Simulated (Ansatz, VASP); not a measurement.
SnSe in VASP and in Ansatz

Contents of INCAR:

```
SYSTEM = SnSe
ALGO = Normal
EDIFF = 1E-8
ENCUT = 520
GGA = CA
ISIF = 2
ISMEAR = -1
LASPH = .True.
LCHARG = .False.
LEFG = .True.
LREAL = .False.
LWAVE = .False.
NBANDS = 17
NELM = 100
PREC = Accurate
SIGMA = 0.02
```

The input KPOINTS:

```
k-points
0
Gamma
  9 9 9
  0 0 0
```

The input POSCAR:

```
SnSe
1.0
    0.0000000000      3.0401000000      3.0100000000
    3.0401000000      0.0000000000      3.0100000000
    3.0401000000      3.0401000000      0.0000000000
Sn Se
1 1
Direct
    0.0000000000      0.0000000000      0.0000000000
    0.5000000000      0.5000000000      0.5000000000
```

Input for Ansatz:

```yaml
crystal:
  lattice:
    - [0.0, 3.0401, 3.01]
    - [3.0401, 0.0, 3.01]
    - [3.0401, 3.0401, 0.0]
  atoms:
    - { symbol: Sn, position: [0.0, 0.0, 0.0] }
    - { symbol: Se, position: [0.5, 0.5, 0.5] }
kpoints:
  mp_grid: { grid: [9, 9, 9] }
scf:
  occupations: { method: fermi_dirac, width: 0.02 }
hamiltonian:
  xc: lda
  pseudopotentials: { kind: paw }
output:
  forces: true
  stress: true
  eigenvalues: true
  efg: { contact_densities: true }
```

Change from the starting cell: equal xx and yy strain of +1 %, PAW files.

Alike in both runs: task electric field gradients; functional LDA; k mesh 9 × 9 × 9; occupations fermi-dirac, width 0.02 eV; no spin polarisation.

|  | VASP | Ansatz |
| --- | --- | --- |
| version | VASP 6.6.1 | Ansatz 0.2.0 |
| potentials or method | VASP PAW LDA potentials, release 64 (Sn_d, Se) | PAW with Ansatz's default frozen-core files, scalar-relativistic |
| plane-wave cutoff (eV) | 520 | 420 |
| valence electrons in the cell | 20 | 30 |

VASP gave:

* pressure (GPa): -4.0
* traceless stress, the component that is largest in VASP (GPa): 0.68
* size of Vzz on the site where it differs most (V/Å²): 1.5

Task: Estimate Ansatz's values.

Result: Pressure (GPa): -4.1; traceless stress, the component that is largest in VASP (GPa): 0.68; size of Vzz on the site where it differs most (V/Å²): 1.3.

LDA's correlation is that of Perdew and Zunger in VASP and of Perdew and Wang (1992) in Ansatz. VASP's potentials hold 20 valence electrons a cell and Ansatz's 30, so a difference there can come from the potentials and not from the codes.
